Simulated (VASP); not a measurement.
**In2As2F: single point with PBE+D3(BJ)**

In2As2F, a slab with vacuum:

```
As In F
1.0
     4.32207    0.00000    0.00000
    -2.16104    3.74302    0.00000
     0.00000    0.00000   21.73869
As In F
2 2 1
Cartesian
  0.0000 0.0000 4.0000
  0.0000 2.4953 7.7327
  0.0000 2.4953 4.8822
  2.1610 1.2477 8.4387
  4.3221 2.4953 10.9387
```

| Property | Result |
| --- | --- |
| Program | VASP 6.6.1 |
| Task | single point |
| Functional | PBE |
| Dispersion | D3(BJ) |
| Potentials or basis | VASP PAW PBE potentials, release 64 (As, In_d, F) |
| Cutoff | 520 eV |
| k mesh | 6 × 6 × 1 |
| Occupations | gaussian, width 0.1 eV |
| Spin | no spin polarisation |
| Dipole correction | yes |
| Further INCAR settings | ALGO = Normal; EDIFF = 1e-06; NBANDS = 30 |

The largest force is 1.331 eV/Å and the dispersion energy per atom is -0.178 eV.

Forces in eV/Å, atoms in the order of the input:
```
As   0.000  0.000  0.075
As   0.000  0.000 -0.213
In   0.000  0.000  0.261
In   0.000  0.000  1.207
F    0.000  0.000 -1.331
```

Levels at points of the mesh, in eV from the Fermi level:
```csv
k point,band 18,band 19,band 20,band 21,band 22,band 23,band 24,band 25,band 26,band 27
"(0.00, 0.00, 0.00)",-0.35,-0.07,-0.07,0.22,0.22,0.78,1.33,3.81,4.59,4.59
"(0.50, 0.00, 0.00)",-0.93,-0.65,-0.33,-0.16,-0.12,1.58,2.35,2.87,3.95,6.30
```

Run time: 95 s on 1 thread of Intel(R) Xeon(R) 6975P-C (Granite Rapids), on a shared host, peak memory 0.43 GiB.

Caveat: spin-orbit coupling is left out, which moves the levels of the heavy elements; an odd number of electrons without spin polarisation forces a metal; a magnetic or distorted state may lie lower.
